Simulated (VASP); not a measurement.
Wanted: the native input for a VASP 6.6.1 run.

```yaml
Task: single point
Functional: PBE
Potentials_or_basis: VASP PAW PBE potentials, release 64 (W_sv, C)
Cutoff: 520 eV
k_mesh: 18 × 18 × 16
Occupations: gaussian, width 0.15 eV
Spin: no spin polarisation
Dipole_correction: no
Further_INCAR_settings: ALGO = Fast; EDIFF = 1e-06; NBANDS = 16
```

The structure of WC lies in POSCAR:

```
WC
1.0
    2.9005014360      0.0000000000      0.0000000000
   -1.4502507180      2.5119079273      0.0000000000
    0.0000000000      0.0000000000      2.8290000000
W C
1 1
Direct
    0.0865212091      0.0633379210     -0.0795334040
    0.6666666667      0.3333333333      0.5000000000
```

This cell differs from its parent crystal: atom 1 (W) moved by (+0.225, -0.225) A along [1 1 0] and z.

One way to write it, as run:

INCAR

```
ALGO     = Fast           # electronic algorithm
EDIFF    = 1E-6           # SCF threshold, eV
ENCUT    = 520            # plane-wave cutoff, eV
GGA      = PE             # functional
ISIF     = 2              # what is computed and relaxed
ISMEAR   = 0              # smearing method
LASPH    = True           # aspherical terms in the spheres
LCHARG   = False          # write CHGCAR
LREAL    = False          # projectors in reciprocal space
LWAVE    = False          # write WAVECAR
NBANDS   = 16             # bands
NELM     = 80             # most SCF steps
PREC     = Accurate       # precision mode
SIGMA    = 0.15           # smearing width, eV
```

KPOINTS

```
k-points
0
Gamma
  18 18 16
```

Potentials or basis: VASP PAW PBE potentials, release 64 (W_sv, C).

Run with:

```sh
$ cat potpaw_PBE.64/W_sv/POTCAR potpaw_PBE.64/C/POTCAR > POTCAR
$ mpirun -np 1 vasp_std > vasp.out
```

Results of the run:

| Item | Value |
| --- | --- |
| Pressure | 30.8 GPa |
| Largest force | 6.309 eV/Å |
| Band gap on the k mesh | zero (bands 9 and 10 overlap by 0.92 eV) |

Caveat: the cell differs from its parent crystal (atom 1 (W) moved by (+0.225, -0.225) A along [1 1 0] and z); the stress differs along the axes, from 15 to 39 GPa; spin-orbit coupling is left out, which moves the levels of the heavy elements; forces of over 1 eV/Å act on the atoms, so gaps and moduli don't describe the material at rest.

It took 21 min on 1 thread of Oxide Virtual Turin-like Processor (shared host), peak memory 0.84 GiB.
